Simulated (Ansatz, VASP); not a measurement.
Two plane-wave programs on Mg2Si3N

```
Mg Si N
1.0
     3.30709   -4.60221    0.00000
     3.30709    4.60221    0.00000
     0.00000    0.00000    3.64890
Mg Si N
2 3 1
Direct
  0.00000 0.50000 0.50000
  0.50000 0.00000 0.50000
  0.74559 0.74559 0.00000
  0.25441 0.25441 0.00000
  0.50000 0.50000 0.50000
  0.00000 0.00000 0.00000
```

Change from the starting cell: species swapped into the LaAl2Ag3 type (Cmmm, No. 65).

Alike in both runs: functional PBE; k mesh 8 × 8 × 10; occupations gaussian, width 0.1 eV; no spin polarisation.

Ansatz relaxed the structure, and its values are those at the end. VASP's run is a single point on that final structure, the one shown.

```csv
,VASP,Ansatz
version,VASP 6.6.1,Ansatz 0.2.0
potentials or method,"VASP PAW PBE potentials, release 64 (Mg, Si, N), cutoff 520 eV","scalar-relativistic, plane waves, PAW"
valence electrons in the cell,21,37
```

```tsv
	VASP	Ansatz	Ansatz less VASP
gap on the k mesh at the Fermi level (eV)	none	none	-
pressure (GPa)	-0.1	0.0	+0.13
```

A gap of «none» marks a metal or a gap that the smearing closes. VASP's potentials hold 21 valence electrons a cell and Ansatz's 37, so a difference there can come from the potentials and not from the codes.
